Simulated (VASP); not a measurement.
Runs of VASP 6.6.1 on CdF2. The structure is that of space group Fm-3m (No. 225), or close to it. The cells are those of the table. 

| level | cell | smearing | gap on the mesh (eV) | pressure (GPa) | largest force (eV/Å) |
| --- | --- | --- | --- | --- | --- |
| PBE | a = 3.909, b = 3.909, c = 3.810 Å, angles 60.8, 60.8, 58.3°, 3 atoms | fermi-dirac 0.02 eV | 2.81 | 0.7 | - |
| r2SCAN | a = 3.801 Å, angles 60.5°, 3 atoms | gaussian 0.01 eV | 3.74 | 0.6 | 0.01 |
| PBE | a = 3.810, b = 3.810, c = 3.788 Å, angles 60.2, 60.2, 60.4°, 3 atoms | fermi-dirac 0.02 eV | 3.07 | (a) | 0.01 |
| PBE | a = 3.801 Å, angles 60.5°, 3 atoms | fermi-dirac 0.02 eV | 3.06 | 5.8 | 0.02 |
| r2SCAN | a = 3.810, b = 3.810, c = 3.788 Å, angles 60.2, 60.2, 60.4°, 3 atoms | gaussian 0.01 eV | 3.75 | 1.0 | - |
| r2SCAN | a = 3.909, b = 3.909, c = 3.810 Å, angles 60.8, 60.8, 58.3°, 3 atoms | gaussian 0.01 eV | 3.49 | (b) | - |

Alike in all rows: task single point; potentials or basis VASP PAW PBE potentials, release 64 (Cd, F); no spin polarisation; k mesh 8 × 8 × 8; cutoff (eV) 520.

Task: Estimate the missing entries.

Result: (a) 6.2; (b) -4.3.

Caveats: the PAW data sets were made with another functional, which shifts forces and pressure a little (some runs).

A k mesh can miss the band edges, and the runs leave out spin-orbit coupling on Cd.
